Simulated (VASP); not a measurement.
# Au (Im-3m) in VASP: a series of runs

Au is run at these levels: RPBE, revPBE; tasks: single point.

Everything below comes from runs of VASP 6.6.1. Logs are shortened: lines on timing, memory, paths and dates and some standing lists are left out, and cuts for length are marked.

## Step 1: The cell of the first run

The structure is cubic, space group Im-3m (No. 229). The conventional cell has a = 3.340 Å, b = 3.340 Å, c = 3.340 Å, α = 90.00°, β = 90.00°, γ = 90.00°. Au (site symmetry m-3m) has 14 Au at 2.89 to 3.34 Å within 3.8 Å.

## Step 2: Single point, RPBE

The input, INCAR:

```
ALGO = Normal
EDIFF = 1E-6
ENCUT = 520
GGA = RP
ISIF = 2
ISMEAR = -1
LASPH = T
LCHARG = F
LREAL = F
LWAVE = F
NBANDS = 12
NELM = 100
PREC = Accurate
SIGMA = 0.05
```

The input, KPOINTS:

```
k-points
0
Gamma
  11 11 11
```

The input, POSCAR:

```
Au
1.0
   -1.6701946385      1.6701946385      1.6701946385
    1.6701946385     -1.6701946385      1.6701946385
    1.6701946385      1.6701946385     -1.6701946385
Au
1
Direct
    0.0000000000      0.0000000000      0.0000000000
```

Potentials or basis: VASP PAW PBE potentials, release 64 (Au).

Run with:

```bash
cat potpaw_PBE.64/Au/POTCAR > POTCAR
mpirun -np 1 vasp_std > vasp.out
```

OUTCAR:

```text
EDIFF = 1E-6
   ENCUT = 520
   GGA = RP
   ISIF = 2
   ISMEAR = -1
   LASPH = T
   LREAL = F
   NELM = 100
   PREC = Accurate

 ion  position               nearest neighbor table
   1  0.000  0.000  0.000-

  LATTYP: Found a body centered cubic cell.
 ALAT       =     3.3403892770

  Lattice vectors:

 A1 = (  -1.6701946385,   1.6701946385,   1.6701946385)
 A2 = (   1.6701946385,  -1.6701946385,   1.6701946385)
 A3 = (   1.6701946385,   1.6701946385,  -1.6701946385)

Analysis of symmetry for initial positions (statically):
=====================================================================
 Subroutine PRICEL returns:
 Original cell was already a primitive cell.

 Routine SETGRP: Setting up the symmetry group for a
 body centered cubic supercell.

 Subroutine GETGRP returns: Found 48 space group operations
 (whereof 48 operations were pure point group operations)
 out of a pool of 48 trial point group operations.

The static configuration has the point symmetry O_h .

Analysis of symmetry for dynamics (positions and initial velocities):
=====================================================================
 Subroutine PRICEL returns:
 Original cell was already a primitive cell.

 Routine SETGRP: Setting up the symmetry group for a
 body centered cubic supercell.

 Subroutine GETGRP returns: Found 48 space group operations
 (whereof 48 operations were pure point group operations)
 out of a pool of 48 trial point group operations.

The dynamic configuration has the point symmetry O_h .

 Subroutine INISYM returns: Found 48 space group operations
 (whereof 48 operations are pure point group operations),
 and found     1 'primitive' translations

----------------------------------------------------------------------------------------

                                     Primitive cell

  volume of cell :      18.6364

  direct lattice vectors                    reciprocal lattice vectors
    -1.670194638  1.670194638  1.670194638     0.000000000  0.299366306  0.299366306
     1.670194638 -1.670194638  1.670194638     0.299366306  0.000000000  0.299366306
     1.670194638  1.670194638 -1.670194638     0.299366306  0.299366306  0.000000000

  length of vectors
     2.892861972  2.892861972  2.892861972     0.423367891  0.423367891  0.423367891

  position of ions in fractional coordinates (direct lattice)
     0.000000000  0.000000000  0.000000000

  ion indices of the primitive-cell ions
   primitive index   ion index
                 1           1

----------------------------------------------------------------------------------------

 KPOINTS: k-points

Automatic generation of k-mesh.
 Grid dimensions read from file:
 generate k-points for:   11   11   11

 Generating k-lattice:

  Cartesian coordinates                     Fractional coordinates (reciprocal lattice)
     0.000000000  0.027215119  0.027215119     0.090909091  0.000000000  0.000000000
     0.027215119  0.000000000  0.027215119     0.000000000  0.090909091  0.000000000
     0.027215119  0.027215119  0.000000000     0.000000000  0.000000000  0.090909091

  Length of vectors
     0.038487990  0.038487990  0.038487990

  Shift w.r.t. Gamma in fractional coordinates (k-lattice)
     0.000000000  0.000000000  0.000000000

 Subroutine IBZKPT returns following result:
 ===========================================

 Found     56 irreducible k-points:

 Following reciprocal coordinates:
            Coordinates               Weight
  0.000000  0.000000  0.000000      1.000000
  0.090909  0.000000  0.000000     12.000000
  0.181818  0.000000  0.000000     12.000000
  0.272727  0.000000  0.000000     12.000000
  0.363636  0.000000  0.000000     12.000000
  0.454545  0.000000  0.000000     12.000000
[... 16 lines left out ...]
  0.272727  0.181818  0.090909     48.000000
  0.363636  0.181818  0.090909     24.000000
 [... further k-points ...]
   k-points           NKPTS =     56   k-points in BZ     NKDIM =     56   number of bands    NBANDS=     12
   number of dos      NEDOS =    301   number of ions     NIONS =      1
   total plane-waves  NPLWV =  13824
   dimension x,y,z NGX =    24 NGY =   24 NGZ =   24
   dimension x,y,z NGXF=    48 NGYF=   48 NGZF=   48
   ions per type =               1
   NGX,Y,Z   is equivalent  to a cutoff of  13.79, 13.79, 13.79 a.u.
   NGXF,Y,Z  is equivalent  to a cutoff of  27.58, 27.58, 27.58 a.u.
 SYSTEM =  unknown system
   PREC   = accura    normal or accurate (medium, high low for compatibility)
   ISTART =      0    job   : 0-new  1-cont  2-samecut
   ICHARG =      2    charge: 1-file 2-atom 10-const
   ISPIN  =      1    spin polarized calculation?
   LNONCOLLINEAR =      F non collinear calculations
   LSORBIT =      F    spin-orbit coupling
   LASPH  =      T    aspherical Exc in radial PAW
   ENCUT  =  520.0 eV  38.22 Ry    6.18 a.u.   5.38  5.38  5.38*2*pi/ulx,y,z
   NELM   =    100;   NELMIN=  2; NELMDL= -5     # of ELM steps
   EDIFF  = 0.1E-05   stopping-criterion for ELM
   LREAL  =      F    real-space projection
[... 7 lines left out ...]
   TEBEG  =    0.0;   TEEND  =   0.0 temperature during run
   PSTRESS=    0.0 pullay stress
   NELECT =      11.0000    total number of electrons
   NUPDOWN=      -1.0000    fix difference up-down
   EMIN   =  10.00;   EMAX   =-10.00  energy-range for DOS
   EFERMI =   0.00;   METHOD = LEGACY
   ISMEAR =    -1;   SIGMA  =   0.05  broadening in eV -4-tet -1-fermi 0-gaus
   EFERMI_NEDOS =   21; number of points for ismear=-14 and -15
   IALGO  =     38    algorithm
   IMIX   =      4    mixing-type and parameters
     AMIX     =   0.40;   BMIX     =  1.00
     AMIX_MAG =   1.60;   BMIX_MAG =  1.00
  volume/ion in A,a.u.               =      18.64       125.76
  Fermi-wavevector in a.u.,A,eV,Ry     =   1.373257  2.595080 25.658358  1.885836
  Thomas-Fermi vector in A             =   2.498791
   LORBIT       =      0    0 simple, 1 ext, 2 COOP (PROOUT), +10 PAW based schemes
   GGA     = RP    functional components
   LHFCALC =     F    Hartree Fock is set to
   AEXX    =    0.0000 exact exchange contribution
   IVDW    =     0    specifies the selected vdW correction
   LEPSILON=     F    determine dielectric tensor
   LRPA    =     F    only Hartree local field effects (RPA)
 non-spin polarized calculation
  energy-cutoff  :      520.00
  volume of cell :       18.64
 maximum number of plane-waves:       531
 NGX is ok and might be reduce to    24
   NGX = 11   NGY = 11   NGZ = 11

 number of electron      10.9999999 magnetization

 Free energy of the ion-electron system (eV)
  ---------------------------------------------------
  ext. energy  EPLUGINS =         0.00000000
  ---------------------------------------------------
  free energy    TOTEN  =        -2.61539192 eV

  energy without entropy =       -2.60984053  energy(sigma->0) =       -2.61261622

 E-fermi :   8.0734     XC(G=0): -12.0888

 val. band max:        8.0658714291   @ k =  -0.3636   0.4545   0.0909
 cond. band min:       8.0788814433   @ k =  -0.3636   0.3636   0.2727
 fundamental gap:      0.0130100142
 Fermi energy:         8.0734008809

 k-point     1 :       0.0000    0.0000    0.0000
  band No.  band energies     occupation
      1      -0.7334      2.00000
      2       3.7700      2.00000
      3       3.7700      2.00000
      4       3.7700      2.00000
      5       5.4319      2.00000
      6       5.4319      2.00000
      7      24.6432      0.00000
      8      24.6432      0.00000
      9      24.6432      0.00000
     10      30.9763      0.00000
     11      30.9763      0.00000
     12      30.9763      0.00000

 k-point     2 :       0.0909    0.0000    0.0000
  band No.  band energies     occupation
      1      -0.4538      2.00000
      2       3.6886      2.00000
      3       3.7786      2.00000
      4       3.9569      2.00000
      5       5.3403      2.00000
      6       5.4379      2.00000
      7      24.4288      0.00000
      8      24.6531      0.00000
      9      24.9753      0.00000
     10      28.7325      0.00000
     11      29.0890      0.00000
     12      29.9592      0.00000

 k-point     3 :       0.1818    0.0000    0.0000
  band No.  band energies     occupation
      1       0.3195      2.00000
      2       3.4772      2.00000
      3       3.8057      2.00000
      4       4.4885      2.00000
      5       5.1883      2.00000
      6       5.4594      2.00000
      7      22.3998      0.00000
      8      23.9965      0.00000
      9      25.8906      0.00000
     10      27.2981      0.00000
     11      27.6646      0.00000
     12      28.4115      0.00000
[... 286 lines left out ...]
 k-point    23 :       0.2727    0.1818    0.0909
  band No.  band energies     occupation
      1       2.5667      2.00000
      2       3.0514      2.00000
      3       4.0760      2.00000
      4       5.4376      2.00000
      5       5.6096      2.00000
      6       9.2341      0.00000
      7      13.5722      0.00000
      8      17.3285      0.00000
      9      19.6242      0.00000
     10      29.2049      0.00000
     11      31.7940      0.00000
     12      33.2446      0.00000

 k-point    24 :       0.3636    0.1818    0.0909
  band No.  band energies     occupation
      1       2.5270      2.00000
      2       3.0044      2.00000
      3       4.5009      2.00000
      4       5.4764      2.00000
      5       5.6432      2.00000
      6      11.0099      0.00000
      7      11.3811      0.00000
      8      16.7712      0.00000
      9      19.3744      0.00000
     10      29.7132      0.00000
     11      31.3891      0.00000
     12      33.2347      0.00000

 [... further k-points ...]
[... 5 lines left out ...]
  --------------------------------------------------------------------------------------
  -------------------------------------------------------------------------------------
  Total       -0.0218730     -0.0218730     -0.0218730      0.0000000      0.0000000     -0.0000000
  in kB       -1.8804309     -1.8804309     -1.8804309      0.0000000      0.0000000     -0.0000000
  external PRESSURE =      -1.8804309 kB  Pullay stress =       0.0000000 kB

 VOLUME and BASIS-vectors are now :
 -----------------------------------------------------------------------------
  energy-cutoff  :      520.00
  volume of cell :       18.64
      direct lattice vectors                 reciprocal lattice vectors
    -1.670194638  1.670194638  1.670194638     0.000000000  0.299366306  0.299366306
     1.670194638 -1.670194638  1.670194638     0.299366306  0.000000000  0.299366306
     1.670194638  1.670194638 -1.670194638     0.299366306  0.299366306  0.000000000

 POSITION                                       TOTAL-FORCE (eV/Angst)
 -----------------------------------------------------------------------------------
      0.00000      0.00000      0.00000         0.000000      0.000000      0.000000
 -----------------------------------------------------------------------------------
    total drift:                                0.000000      0.000000     -0.000000

  FREE ENERGIE OF THE ION-ELECTRON SYSTEM (eV)
  ---------------------------------------------------
  free  energy   TOTEN  =        -2.6153919184 eV

  energy  without entropy=       -2.6098405300  energy(sigma->0) =       -2.61261622
```

It took 3.8 s on 1 thread of Intel Xeon 6975P-C (Granite Rapids), shared host; peak memory 0.14 GiB.

Results:

* Free energy: -2.6154 eV
* Pressure: -0.2 GPa

Caveat: the PAW data sets were made with another functional, which shifts forces and pressure a little; spin-orbit coupling is left out, which moves the levels of the heavy elements.

## Step 3: Single point, revPBE

This run uses another cell than the first one, of 18.47 Å³/atom, 0.991 times its volume.

The input, INCAR:

```
PREC = Accurate
ENCUT = 520
EDIFF = 1E-7
ISMEAR = -1
SIGMA = 0.05
LREAL = F
LASPH = T
NELM = 80
ALGO = Normal
ISIF = 2
LWAVE = F
LCHARG = F
GGA = RE
NBANDS = 12
```

The input, KPOINTS:

```
Automatic mesh
0
Gamma
  11 11 11
```

The input, POSCAR:

```
Au
1.0
   -1.6652747095      1.6652747095      1.6652747095
    1.6652747095     -1.6652747095      1.6652747095
    1.6652747095      1.6652747095     -1.6652747095
Au
1
Direct
    0.0000000000      0.0000000000      0.0000000000
```

Potentials or basis: VASP PAW PBE potentials, release 64 (Au).

Run with:

```bash
cat potpaw_PBE.64/Au/POTCAR > POTCAR
mpirun -np 1 vasp_std > vasp.out
```

It took 4.1 s on 1 thread of Intel Xeon 6975P-C (Granite Rapids), shared host; peak memory 0.14 GiB.

It converged, with:

| Property | Result |
| --- | --- |
| Free energy | -2.7150 eV |
| Pressure | -0.2 GPa |

Levels at points of the mesh, in eV from the Fermi level:
```
           k point  band 1  band 2  band 3  band 4  band 5  band 6  band 7  band 8  band 9  band 10
(0.00, 0.00, 0.00)   -8.90   -4.34   -4.34   -4.34   -2.65   -2.65   16.58   16.58   16.58    23.05
```

Caveat: the PAW data sets were made with another functional, which shifts forces and pressure a little; spin-orbit coupling is left out, which moves the levels of the heavy elements.
